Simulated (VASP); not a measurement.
# K2RbCl3 (P-3m1) in VASP: further runs

K2RbCl3 is run at these levels: PBEsol; tasks: single point, relaxation of cell and atoms.

All numbers are computed with VASP 6.6.1; they aren't measurements. Logs are shortened: lines on timing, memory, paths and dates and some standing lists are left out, and cuts for length are marked.

## 1. The cell of the first run

Symmetry: P-3m1, No. 164, trigonal system. The conventional cell has a = 4.482 Å, b = 4.482 Å, c = 10.995 Å, α = 90.00°, β = 90.00°, γ = 120.00°. K (site symmetry 3m) has 6 Cl at 3.14 Å within 4.1 Å. Rb (site symmetry -3m) has 6 Cl at 3.24 Å within 4.3 Å. Cl (site symmetry 3m) has 3 K at 3.14 Å and 3 Rb at 3.24 Å within 4.1 Å. Within 4.1 Å of Cl (site symmetry -3m) lie 6 K at 3.14 Å.

## 2. Single point, PBEsol

INCAR

```
SYSTEM = K2RbCl3
ALGO = Normal
EDIFF = 1E-6
ENCUT = 520
GGA = PS
ISIF = 2
ISMEAR = -1
LASPH = .TRUE.
LCHARG = .FALSE.
LREAL = .FALSE.
LWAVE = .FALSE.
NBANDS = 33
NELM = 60
PREC = Accurate
SIGMA = 0.03
```

KPOINTS

```
k-points
0
G
  6 6 2
  0 0 0
```

POSCAR

```
K2RbCl3
1.0
    4.4823853708      0.0000000028      0.0000000000
   -2.2411926878      3.8818595993      0.0000000000
    0.0000000000      0.0000000000     10.9951870158
K Rb Cl
2 1 3
Direct
    0.3333333333      0.6666666667      0.6612869763
    0.6666666667      0.3333333333      0.3387130237
    0.0000000000      0.0000000000      0.0000000000
    0.3333333333      0.6666666667      0.1776074838
    0.6666666667      0.3333333333      0.8223925162
    0.0000000000      0.0000000000      0.5000000000
```

Potentials or basis: VASP PAW PBE potentials, release 64 (K_sv, Rb_sv, Cl).

On the command line:

```sh
> cat potpaw_PBE.64/K_sv/POTCAR potpaw_PBE.64/Rb_sv/POTCAR potpaw_PBE.64/Cl/POTCAR > POTCAR
> mpirun -np 1 vasp_std > vasp.out
```

OUTCAR:

```text
SYSTEM = K2RbCl3
   EDIFF = 1E-6
   ENCUT = 520
   GGA = PS
   ISIF = 2
   ISMEAR = -1
   LASPH = .TRUE.
   LREAL = .FALSE.
   NELM = 60
   PREC = Accurate

 ion  position               nearest neighbor table
   1  0.333  0.667  0.661-   5 3.14   5 3.14   5 3.14   6 3.14   6 3.14   6 3.14   3 4.54   3 4.54
                             3 4.54
   2  0.667  0.333  0.339-   4 3.14   4 3.14   4 3.14   6 3.14   6 3.14   6 3.14   3 4.54   3 4.54
                             3 4.54
   3  0.000  0.000  0.000-   4 3.24   5 3.24   5 3.24   4 3.24   5 3.24   4 3.24   1 4.54   2 4.54
                             1 4.54   2 4.54   2 4.54   1 4.54
   4  0.333  0.667  0.178-   2 3.14   2 3.14   2 3.14   3 3.24   3 3.24   3 3.24
   5  0.667  0.333  0.822-   1 3.14   1 3.14   1 3.14   3 3.24   3 3.24   3 3.24
   6  0.000  0.000  0.500-   1 3.14   2 3.14   2 3.14   1 3.14   2 3.14   1 3.14

  LATTYP: Found a hexagonal cell.
 ALAT       =     4.4823853708
 C/A-ratio  =     2.4529767314

  Lattice vectors:

 A1 = (   4.4823853708,   0.0000000028,   0.0000000000)
 A2 = (  -2.2411926878,   3.8818595993,   0.0000000000)
 A3 = (   0.0000000000,   0.0000000000,  10.9951870158)

Analysis of symmetry for initial positions (statically):
=====================================================================
 Subroutine PRICEL returns:
 Original cell was already a primitive cell.

 Routine SETGRP: Setting up the symmetry group for a
 hexagonal supercell.

 Subroutine GETGRP returns: Found 12 space group operations
 (whereof 12 operations were pure point group operations)
 out of a pool of 24 trial point group operations.

The static configuration has the point symmetry D_3d.

Analysis of symmetry for dynamics (positions and initial velocities):
=====================================================================
 Subroutine PRICEL returns:
 Original cell was already a primitive cell.

 Routine SETGRP: Setting up the symmetry group for a
 hexagonal supercell.

 Subroutine GETGRP returns: Found 12 space group operations
 (whereof 12 operations were pure point group operations)
 out of a pool of 24 trial point group operations.

The dynamic configuration has the point symmetry D_3d.

 Subroutine INISYM returns: Found 12 space group operations
 (whereof 12 operations are pure point group operations),
 and found     1 'primitive' translations

----------------------------------------------------------------------------------------

                                     Primitive cell

  volume of cell :     191.3162

  direct lattice vectors                    reciprocal lattice vectors
     4.482385371  0.000000003  0.000000000     0.223095499  0.128804246  0.000000000
    -2.241192688  3.881859599  0.000000000    -0.000000000  0.257608493  0.000000000
     0.000000000  0.000000000 10.995187016     0.000000000  0.000000000  0.090948885

  length of vectors
     4.482385371  4.482385371 10.995187016     0.257608493  0.257608493  0.090948885

  position of ions in fractional coordinates (direct lattice)
     0.333333333  0.666666667  0.661286976
     0.666666667  0.333333333  0.338713024
     0.000000000  0.000000000  0.000000000
     0.333333333  0.666666667  0.177607484
     0.666666667  0.333333333  0.822392516
     0.000000000  0.000000000  0.500000000

  ion indices of the primitive-cell ions
   primitive index   ion index
                 1           1
                 2           2
                 3           3
                 4           4
                 5           5
                 6           6

----------------------------------------------------------------------------------------

 KPOINTS: k-points

Automatic generation of k-mesh.
 Grid dimensions read from file:
 generate k-points for:    6    6    2

 Generating k-lattice:

  Cartesian coordinates                     Fractional coordinates (reciprocal lattice)
     0.037182583  0.021467374  0.000000000     0.166666667  0.000000000  0.000000000
    -0.000000000  0.042934749  0.000000000     0.000000000  0.166666667  0.000000000
     0.000000000  0.000000000  0.045474443     0.000000000  0.000000000  0.500000000

  Length of vectors
     0.042934749  0.042934749  0.045474443

  Shift w.r.t. Gamma in fractional coordinates (k-lattice)
     0.000000000  0.000000000  0.000000000

 Subroutine IBZKPT returns following result:
 ===========================================

 Found     14 irreducible k-points:

 Following reciprocal coordinates:
            Coordinates               Weight
  0.000000  0.000000  0.000000      1.000000
  0.166667  0.000000  0.000000      6.000000
  0.333333  0.000000  0.000000      6.000000
  0.500000  0.000000  0.000000      3.000000
  0.166667  0.166667  0.000000      6.000000
  0.333333  0.166667  0.000000     12.000000
  0.333333  0.333333  0.000000      2.000000
  0.000000  0.000000  0.500000      1.000000
  0.166667  0.000000  0.500000      6.000000
  0.333333  0.000000  0.500000      6.000000
  0.500000  0.000000  0.500000      3.000000
  0.166667  0.166667  0.500000      6.000000
  0.333333  0.166667  0.500000     12.000000
  0.333333  0.333333  0.500000      2.000000
   k-points           NKPTS =     14   k-points in BZ     NKDIM =     14   number of bands    NBANDS=     33
   number of dos      NEDOS =    301   number of ions     NIONS =      6
   total plane-waves  NPLWV = 108864
   dimension x,y,z NGX =    36 NGY =   36 NGZ =   84
   dimension x,y,z NGXF=    72 NGYF=   72 NGZF=  168
   ions per type =               2   1   3
   NGX,Y,Z   is equivalent  to a cutoff of  13.35, 13.35, 12.70 a.u.
   NGXF,Y,Z  is equivalent  to a cutoff of  26.70, 26.70, 25.40 a.u.
 SYSTEM =  K2RbCl3
   PREC   = accura    normal or accurate (medium, high low for compatibility)
   ISTART =      0    job   : 0-new  1-cont  2-samecut
   ICHARG =      2    charge: 1-file 2-atom 10-const
   ISPIN  =      1    spin polarized calculation?
   LNONCOLLINEAR =      F non collinear calculations
   LSORBIT =      F    spin-orbit coupling
   LASPH  =      T    aspherical Exc in radial PAW
   ENCUT  =  520.0 eV  38.22 Ry    6.18 a.u.   8.33  8.33 20.44*2*pi/ulx,y,z
   NELM   =     60;   NELMIN=  2; NELMDL= -5     # of ELM steps
   EDIFF  = 0.1E-05   stopping-criterion for ELM
   LREAL  =      F    real-space projection
[... 7 lines left out ...]
   TEBEG  =    0.0;   TEEND  =   0.0 temperature during run
   PSTRESS=    0.0 pullay stress
   NELECT =      48.0000    total number of electrons
   NUPDOWN=      -1.0000    fix difference up-down
   EMIN   =  10.00;   EMAX   =-10.00  energy-range for DOS
   EFERMI =   0.00;   METHOD = LEGACY
   ISMEAR =    -1;   SIGMA  =   0.03  broadening in eV -4-tet -1-fermi 0-gaus
   EFERMI_NEDOS =   21; number of points for ismear=-14 and -15
   IALGO  =     38    algorithm
   IMIX   =      4    mixing-type and parameters
     AMIX     =   0.40;   BMIX     =  1.00
     AMIX_MAG =   1.60;   BMIX_MAG =  1.00
  volume/ion in A,a.u.               =      31.89       215.18
  Fermi-wavevector in a.u.,A,eV,Ry     =   1.032535  1.951208 14.505554  1.066128
  Thomas-Fermi vector in A             =   2.166737
   LORBIT       =      0    0 simple, 1 ext, 2 COOP (PROOUT), +10 PAW based schemes
   GGA     = PS    functional components
   LHFCALC =     F    Hartree Fock is set to
   AEXX    =    0.0000 exact exchange contribution
   IVDW    =     0    specifies the selected vdW correction
   LEPSILON=     F    determine dielectric tensor
   LRPA    =     F    only Hartree local field effects (RPA)
 non-spin polarized calculation
  energy-cutoff  :      520.00
  volume of cell :      191.32
 maximum number of plane-waves:      5188
 NGX is ok and might be reduce to    36
   NGX = 17   NGY = 17   NGZ = 41

 number of electron      47.9999997 magnetization

 Free energy of the ion-electron system (eV)
  ---------------------------------------------------
  ext. energy  EPLUGINS =         0.00000000
  ---------------------------------------------------
  free energy    TOTEN  =       -20.92677101 eV

  energy without entropy =      -20.92677101  energy(sigma->0) =      -20.92677101

 E-fermi :  -1.1430     XC(G=0):  -7.7527

 val. band max:       -1.8158502100   @ k =   0.0000   0.0000   0.0000
 cond. band min:       3.1886710750   @ k =   0.0000   0.0000   0.0000
 fundamental gap:      5.0045212850
 Fermi energy:        -1.1429649665

 k-point     1 :       0.0000    0.0000    0.0000
  band No.  band energies     occupation
      1     -28.8177      2.00000
      2     -28.8112      2.00000
      3     -25.6639      2.00000
      4     -14.0280      2.00000
      5     -13.9963      2.00000
      6     -13.8987      2.00000
[... 25 lines left out ...]
     32       6.5647      0.00000
     33       7.2615      0.00000

 k-point     2 :       0.1667    0.0000    0.0000
  band No.  band energies     occupation
      1     -28.8156      2.00000
      2     -28.8099      2.00000
      3     -25.6597      2.00000
      4     -13.9961      2.00000
      5     -13.9714      2.00000
      6     -13.9334      2.00000
[... 25 lines left out ...]
     32       6.7416      0.00000
     33       7.5679      0.00000

 k-point     3 :       0.3333    0.0000    0.0000
  band No.  band energies     occupation
      1     -28.8112      2.00000
      2     -28.8076      2.00000
      3     -25.6513      2.00000
      4     -14.0092      2.00000
      5     -13.9600      2.00000
      6     -13.8729      2.00000
[... 25 lines left out ...]
     32       7.8490      0.00000
     33       7.8598      0.00000

 k-point     4 :       0.5000    0.0000    0.0000
  band No.  band energies     occupation
      1     -28.8087      2.00000
      2     -28.8068      2.00000
      3     -25.6471      2.00000
      4     -14.0318      2.00000
      5     -13.9632      2.00000
      6     -13.8087      2.00000
[... 313 lines left out ...]
     32       7.8337      0.00000
     33       7.8758      0.00000

 k-point    13 :       0.3333    0.1667    0.5000
  band No.  band energies     occupation
      1     -28.8088      2.00000
      2     -28.8068      2.00000
      3     -25.6471      2.00000
      4     -14.0122      2.00000
      5     -13.9212      2.00000
      6     -13.8785      2.00000
[... 25 lines left out ...]
     32       8.0149      0.00000
     33       8.1089      0.00000

 k-point    14 :       0.3333    0.3333    0.5000
  band No.  band energies     occupation
      1     -28.8069      2.00000
      2     -28.8069      2.00000
      3     -25.6450      2.00000
      4     -13.9467      2.00000
      5     -13.9270      2.00000
      6     -13.9270      2.00000
[... 25 lines left out ...]
     32       7.8225      0.00000
     33       7.9346      0.00000

------------------------ aborting loop because EDIFF is reached ----------------------------------------

  FORCE on cell =-STRESS in cart. coord.  units (eV):
  Direction    XX          YY          ZZ          XY          YZ          ZX
  --------------------------------------------------------------------------------------
  -------------------------------------------------------------------------------------
  Total        0.0563764      0.0563764      0.0621420      0.0000000     -0.0000000     -0.0000000
  in kB        0.4721242      0.4721242      0.5204080      0.0000000     -0.0000000     -0.0000000
  external PRESSURE =       0.4882188 kB  Pullay stress =       0.0000000 kB

 VOLUME and BASIS-vectors are now :
 -----------------------------------------------------------------------------
  energy-cutoff  :      520.00
  volume of cell :      191.32
      direct lattice vectors                 reciprocal lattice vectors
     4.482385371  0.000000003  0.000000000     0.223095499  0.128804246  0.000000000
    -2.241192688  3.881859599  0.000000000    -0.000000000  0.257608493  0.000000000
     0.000000000  0.000000000 10.995187016     0.000000000  0.000000000  0.090948885

 POSITION                                       TOTAL-FORCE (eV/Angst)
 -----------------------------------------------------------------------------------
     -0.00000      2.58791      7.27097        -0.000000      0.000000     -0.000501
      2.24119      1.29395      3.72421         0.000000     -0.000000      0.000501
      0.00000      0.00000      0.00000         0.000000      0.000000      0.000000
     -0.00000      2.58791      1.95283        -0.000000      0.000000     -0.001844
      2.24119      1.29395      9.04236        -0.000000     -0.000000      0.001844
      0.00000      0.00000      5.49759         0.000000      0.000000      0.000000
 -----------------------------------------------------------------------------------
    total drift:                               -0.000000      0.000000      0.000000

  FREE ENERGIE OF THE ION-ELECTRON SYSTEM (eV)
  ---------------------------------------------------
  free  energy   TOTEN  =       -20.9267710091 eV

  energy  without entropy=      -20.9267710091  energy(sigma->0) =      -20.92677101
```

Wall time 44 s (1 thread of Intel Xeon 6975P-C (Granite Rapids), shared host); peak memory 0.35 GiB.

Results:

- Free energy: -20.9268 eV
- Pressure: 0.0 GPa
- Band gap on the k mesh: 5.00 eV, direct

Levels at points of the mesh, in eV from the valence-band top:
```tsv
k point	band 20	band 21	band 22	band 23	band 24	band 25	band 26	band 27	band 28	band 29
(0.00, 0.00, 0.00)	-0.28	-0.28	-0.01	-0.01	0.00	5.00	6.87	7.02	7.56	8.15
(0.50, 0.00, 0.00)	-0.36	-0.30	-0.29	-0.20	-0.19	6.21	7.42	7.62	7.93	8.27
(0.00, 0.00, 0.50)	-0.28	-0.11	-0.11	-0.10	-0.10	5.58	5.73	7.53	7.56	8.25
(0.50, 0.00, 0.50)	-0.37	-0.31	-0.31	-0.27	-0.21	6.51	6.86	7.55	8.08	8.31
```

Caveat: the PAW data sets were made with another functional, which shifts forces and pressure a little.

## 3. Relaxation of cell and atoms, PBEsol

This run uses another cell than the first one, of 36.07 Å³/atom, 1.131 times its volume.

INCAR

```
PREC = Accurate
ENCUT = 600
EDIFF = 1E-7
ISMEAR = -1
SIGMA = 0.03
LREAL = F
LASPH = T
NELM = 60
ALGO = Normal
ISIF = 3
LWAVE = F
LCHARG = F
GGA = PS
IBRION = 2
NSW = 100
EDIFFG = -0.01
```

KPOINTS

```
Automatic mesh
0
Gamma
  6 6 2
```

POSCAR

```
K2RbCl3
1.0
    4.6575548300      0.0000000000      0.0000000000
   -2.3287774200      4.0335608000      0.0000000000
    0.0000000000      0.0000000000     11.5193751500
K Rb Cl
2 1 3
Direct
    0.3333333300      0.6666666700      0.6790233900
    0.6666666700      0.3333333300      0.3209766100
    0.0000000000      0.0000000000      0.0000000000
    0.3333333300      0.6666666700      0.1429916000
    0.6666666700      0.3333333300      0.8570084000
    0.0000000000      0.0000000000      0.5000000000
```

Potentials or basis: VASP PAW PBE potentials, release 64 (K_sv, Rb_sv, Cl).

On the command line:

```sh
> cat potpaw_PBE.64/K_sv/POTCAR potpaw_PBE.64/Rb_sv/POTCAR potpaw_PBE.64/Cl/POTCAR > POTCAR
> mpirun -np 1 vasp_std > vasp.out
```

Wall time 11 min (1 thread of Intel Xeon 6975P-C (Granite Rapids), shared host); peak memory 0.48 GiB.

The run converged. Its results:

| Item | Value |
| --- | --- |
| Free energy | -20.9278 eV |
| Relaxed volume | 32.04 Å³/atom |
| Relaxed cell | a = 4.487 Å, b = 4.487 Å, c = 11.025 Å, α = 90.00°, β = 90.00°, γ = 120.00° |
| Space group after relaxing (to 0.05 Å) | P-3m1 (No. 164) |
| Energy gained by relaxing | 63.4 meV/atom |
| Ionic steps | 12 |
| Pressure after relaxing | 0.0 GPa |
| Largest force after relaxing | 0.010 eV/Å |
| Band gap on the k mesh | 4.99 eV, direct |

Forces on the atoms (eV/Å):
```
K    0.000  0.000  0.008
K    0.000  0.000 -0.008
Rb   0.000  0.000  0.000
Cl   0.000  0.000  0.010
Cl   0.000  0.000 -0.010
Cl   0.000  0.000  0.000
```

Step by step:
| step | energy change (eV) | largest force (eV/Å) | pressure (GPa) | volume (Å³) |
| --- | --- | --- | --- | --- |
| 1 | 0.0000 | 0.6490 | -1.07 | 216.41 |
| 2 | -0.0853 | 0.6281 | -0.72 | 208.95 |
| 3 | -0.2001 | 0.5317 | 0.89 | 187.58 |
| 4 | -0.2738 | 0.3183 | 0.61 | 188.66 |
| 5 | -0.3277 | 0.3425 | 0.14 | 191.20 |
| 6 | -0.3294 | 0.3282 | 0.19 | 190.86 |
| 7 | -0.3537 | 0.2175 | -0.07 | 193.33 |
| 8 | -0.3673 | 0.0727 | -0.37 | 196.67 |
| 9 | -0.3779 | 0.0582 | 0.05 | 191.84 |
| 10 | -0.3779 | 0.0596 | 0.06 | 191.65 |
| 11 | -0.3797 | 0.0374 | 0.03 | 191.91 |
| 12 | -0.3805 | 0.0096 | 0.00 | 192.22 |

Final structure:
```
K Rb Cl
1.0
     4.48690    0.00000    0.00000
    -2.24345    3.88577    0.00000
     0.00000    0.00000   11.02466
K Rb Cl
2 1 3
Direct
  0.33333 0.66667 0.66121
  0.66667 0.33333 0.33879
  0.00000 0.00000 0.00000
  0.33333 0.66667 0.17721
  0.66667 0.33333 0.82279
  0.00000 0.00000 0.50000
```

Levels at points of the mesh, in eV from the valence-band top:
| k point | band 21 | band 22 | band 23 | band 24 | band 25 | band 26 | band 27 | band 28 |
| --- | --- | --- | --- | --- | --- | --- | --- | --- |
| (0.00, 0.00, 0.00) | -0.27 | -0.01 | -0.01 | 0.00 | 4.99 | 6.85 | 7.00 | 7.57 |
| (0.50, 0.00, 0.00) | -0.30 | -0.29 | -0.19 | -0.19 | 6.22 | 7.41 | 7.62 | 7.92 |
| (0.00, 0.00, 0.50) | -0.10 | -0.10 | -0.10 | -0.10 | 5.58 | 5.71 | 7.52 | 7.57 |
| (0.50, 0.00, 0.50) | -0.32 | -0.30 | -0.27 | -0.20 | 6.52 | 6.86 | 7.54 | 8.07 |

Caveat: the PAW data sets were made with another functional, which shifts forces and pressure a little.
